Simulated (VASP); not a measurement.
Write the native input for VASP 6.6.1 that does the following.

```
Task                   : single point
Functional             : PBE
Potentials or basis    : VASP PAW PBE potentials, release 64 (Bi_d, Te, O)
Cutoff                 : 520 eV
k mesh                 : 3 × 3 × 2
Occupations            : gaussian, width 0.15 eV
Spin                   : no spin polarisation
Dipole correction      : no
Further INCAR settings : ALGO = Normal; EDIFF = 1e-06; NBANDS = 39
```

The structure of Bi2Te2O3 lies in POSCAR:

```
Bi2Te2O3
1.0
    3.1157277683     -4.1714892611      0.0000000000
    3.1157277683      4.1714892611      0.0000000000
    0.0000000000      0.0000000000      6.4024658623
Bi Te O
2 2 3
Direct
    0.3160853506      0.6839146494      0.5401721242
    0.6839146494      0.3160853506      0.5401721242
    0.0000000000      0.5000000000      0.0403967063
    0.5000000000      0.0000000000      0.0403967063
    0.8084240999      0.8084240999      0.0425468995
    0.1915759001      0.1915759001      0.0425468995
    0.5000000000      0.5000000000      0.0437325401
```

The cell was generated, and may not be a known phase.

One way to write it, as run:

INCAR

```
SYSTEM = Bi2Te2O3
PREC = Accurate
ENCUT = 520
EDIFF = 1E-6
ISMEAR = 0
SIGMA = 0.15
LREAL = .False.
LASPH = .True.
NELM = 60
ALGO = Normal
ISIF = 2
LWAVE = .False.
LCHARG = .True.
GGA = PE
LELF = .True.
LVHAR = .True.
NBANDS = 39
```

KPOINTS

```
Automatic mesh
0
Gamma
  3 3 2
  0 0 0
```

Potentials or basis: VASP PAW PBE potentials, release 64 (Bi_d, Te, O).

Launch:

```bash
$ cat potpaw_PBE.64/Bi_d/POTCAR potpaw_PBE.64/Te/POTCAR potpaw_PBE.64/O/POTCAR > POTCAR
$ mpirun -np 1 vasp_std > vasp.out
```

Results of the run:

```
Pressure               : 0.0 GPa
Largest force          : 0.058 eV/Å
Band gap on the k mesh : 0.03 eV (least direct gap 0.27 eV)
```

Caveat: the k points lie up to 0.49 Å⁻¹ apart; spin-orbit coupling is left out, which moves the levels of the heavy elements.

It took 78 s on 1 thread of Intel(R) Xeon(R) Platinum 8259CL CPU @ 2.50GHz (Skylake/Cascade Lake), with other jobs on the host, peak memory 0.27 GiB.
